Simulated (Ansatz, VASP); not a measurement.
# Two plane-wave programs on Cl

```
Cl
1.0
     3.88616   -2.11911    0.00000
     3.88616    2.11911    0.00000
     0.00000    0.00000    8.22818
Cl
4
Direct
  0.88632 0.11368 0.10641
  0.61368 0.38632 0.60641
  0.11368 0.88632 0.89359
  0.38632 0.61368 0.39359
```

Alike in both runs: task single point; functional PBE; k mesh 7 × 7 × 4; occupations fermi-dirac, width 0.05 eV; no spin polarisation.

|  | VASP | Ansatz |
| --- | --- | --- |
| version | VASP 6.6.1 | Ansatz 0.2.0 |
| potentials or method | VASP PAW PBE potentials, release 64 (Cl), cutoff 520 eV | plane waves (420 eV) with PAW, scalar-relativistic |
| valence electrons in the cell | 28 | 28 |

Ansatz gave:

* pressure (GPa): 1.0
* traceless stress, the component that is largest in VASP (GPa): 1.14

Question: Which values does VASP return?

Answer: Pressure (GPa): 0.6; traceless stress, the component that is largest in VASP (GPa): 0.75.

The functional is the same, so the differences come from potentials, cutoffs and numerics.
